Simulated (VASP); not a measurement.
**B3C2: single point with PBE**

B3C2:

```
CELL_PARAMETERS angstrom
2.92245 0.00000 0.00000
-1.46123 2.53092 0.00000
0.00000 0.00000 6.43181
ATOMIC_POSITIONS crystal
B 0.66667 0.33333 0.64750
B 0.66667 0.33333 0.35250
B 0.66667 0.33333 0.00000
C 0.33333 0.66667 0.90567
C 0.33333 0.66667 0.09433
```

The cell was built from a structure type or drawn by symmetry, and may not be a known phase.

| Quantity | Value |
| --- | --- |
| Program | VASP 6.6.1 |
| Task | single point |
| Functional | PBE |
| Potentials or basis | VASP PAW PBE potentials, release 64 (B, C) |
| Cutoff | 520 eV |
| k mesh | 6 × 6 × 4 |
| Occupations | gaussian, width 0.1 eV |
| Spin | collinear spin |
| Starting moments | [0.0, 0.0, 0.0, 1.0, 1.0] μB |

```json
{"Pressure": "0.7 GPa", "Largest force": "12.976 eV/Å", "Net moment": "0.00 μB per cell", "Valence electrons inside the program's atomic spheres": "B 1.43, 1.70 (each value once); C 2.63"}
```

Forces on the atoms (eV/Å):
```
B     0.000   0.000  -0.866
B     0.000   0.000   0.866
B     0.000   0.000   0.000
C     0.000   0.000 -12.976
C     0.000   0.000  12.976
```

Stress tensor (GPa, compression positive):
```
-18.15   0.00   0.00
  0.00 -18.15   0.00
  0.00   0.00  38.49
```

Levels at points of the mesh, in eV from the Fermi level:
Spin up:
```
           k point  band 6  band 7  band 8  band 9  band 10  band 11
(0.00, 0.00, 0.00)   -6.45   -1.88    1.55    2.73     2.73     3.31
(0.50, 0.00, 0.00)   -6.09   -5.62   -1.86    0.94     1.38     1.42
(0.00, 0.00, 0.50)   -6.81   -1.09    2.29    2.84     2.84     2.85
(0.50, 0.00, 0.50)   -5.87   -5.04   -1.65   -1.56     0.74     0.98
```
Spin down:
```csv
k point,band 4,band 5,band 6,band 7,band 8,band 9,band 10,band 11,band 12,band 13
"(0.00, 0.00, 0.00)",-6.81,-6.81,-6.45,-1.88,1.55,2.73,2.73,3.31,3.31,3.69
"(0.50, 0.00, 0.00)",-8.44,-6.87,-6.09,-5.62,-1.86,0.94,1.38,1.42,1.79,2.07
"(0.00, 0.00, 0.50)",-8.16,-6.81,-6.81,-1.09,2.29,2.84,2.84,2.85,2.85,3.01
"(0.50, 0.00, 0.50)",-8.74,-6.80,-5.87,-5.04,-1.65,-1.56,0.74,0.98,2.67,4.02
```

Wall time 56 s on 1 thread of AMD EPYC 7R13, with other jobs on the host, peak memory 0.16 GiB.

Caveat: the k points lie up to 0.41 Å⁻¹ apart; forces of over 1 eV/Å act on the atoms, so gaps and moduli don't describe the material at rest.
